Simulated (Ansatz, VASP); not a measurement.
## Two plane-wave programs on Ta4Ga

```
Ta Ga
1.0
     3.90846    0.00000    0.00000
    -1.95423    3.38482    0.00000
     0.00000    0.00000    7.00179
Ta Ga
4 1
Direct
  0.33333 0.66667 0.50000
  0.00000 0.00000 0.28523
  0.00000 0.00000 0.71477
  0.66667 0.33333 0.50000
  0.00000 0.00000 0.00000
```

Alike in both runs: task relaxation of cell and atoms; functional PBE; k mesh 6 × 6 × 4; occupations gaussian, width 0.1 eV; no spin polarisation.

|  | VASP | Ansatz |
| --- | --- | --- |
| version | VASP 6.6.1 | Ansatz 0.2.0 |
| potentials or method | VASP PAW PBE potentials, release 64 (Ta_pv, Ga_d), cutoff 600 eV | scalar-relativistic, plane waves, PAW |
| valence electrons in the cell | 57 | 65 |

```tsv
	VASP	Ansatz	Ansatz less VASP
gap on the k mesh at the Fermi level, each at its own relaxed structure (eV)	none	none	-
relaxed volume (Å³/atom)	29.95	30.00	+0.050
relaxed length of the cell vector where the two differ most in proportion (Å)	4.645	4.650	+0.0053
```

A gap of «none» marks a metal or a gap that the smearing closes. VASP's potentials hold 57 valence electrons a cell and Ansatz's 65, so a difference there can come from the potentials and not from the codes.

Spin-orbit coupling is off throughout. Noted on VASP's run: the volume moved by over 15 % at a fixed basis, so the end points are rough.
